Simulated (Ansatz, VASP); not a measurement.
**Ge: VASP beside Ansatz**

File INCAR:

```
PREC = Accurate ; ENCUT = 520
EDIFF = 1E-6 ; ISMEAR = -1
SIGMA = 0.05 ; LREAL = F
LASPH = T ; NELM = 80
ALGO = Normal ; ISIF = 2
LWAVE = F ; LCHARG = F
GGA = PE ; NBANDS = 21
```

The input KPOINTS:

```
regular mesh
0
Gamma
  9 9 9
```

File POSCAR:

```
Ge
1.0
    0.0000000000      2.8744485395      2.8744485395
    2.8744485395      0.0000000000      2.8744485395
    2.8744485395      2.8744485395      0.0000000000
Ge
2
Direct
   -0.1925000000     -0.1025000000     -0.1025000000
    0.1925000000      0.1025000000      0.1025000000
```

Input for Ansatz:

```yaml
crystal:
  lattice:
    - [0.0, 2.8744485395, 2.8744485395]
    - [2.8744485395, 0.0, 2.8744485395]
    - [2.8744485395, 2.8744485395, 0.0]
  atoms:
    - { symbol: Ge, position: [-0.1925, -0.1025, -0.1025] }
    - { symbol: Ge, position: [0.1925, 0.1025, 0.1025] }
kpoints:
  mp_grid: { grid: [9, 9, 9] }
scf:
  occupations: { method: fermi_dirac, width: 0.05 }
hamiltonian:
  xc: pbe
  pseudopotentials: { kind: all_electron, lapw: { basis_error: 0.001 } }
output:
  forces: true
  stress: true
  eigenvalues: true
  populations: true
```

Change from the starting cell: shortest bond scaled by 0.82, LAPW.

Alike in both runs: task single point; functional PBE; k mesh 9 × 9 × 9; occupations fermi-dirac, width 0.05 eV; no spin polarisation.

|  | VASP | Ansatz |
| --- | --- | --- |
| version | VASP 6.6.1 | Ansatz 0.2.0 |
| potentials or method | VASP PAW PBE potentials, release 64 (Ge_d), cutoff 520 eV | all-electron LAPW, scalar-relativistic |

Ansatz gave:

```
pressure (GPa)                                                : 9.9
traceless stress, the component that is largest in VASP (GPa) : -14.08
rms of the force components (eV/Å)                            : 4.666
```

Problem. What did VASP give for the same quantities?

Solution. Pressure (GPa): 10.1; traceless stress, the component that is largest in VASP (GPa): -14.25; rms of the force components (eV/Å): 4.709.

Atom by atom the forces differ by 0.043 eV/Å (rms over components). Ansatz ran all-electron here, and VASP with PAW potentials.
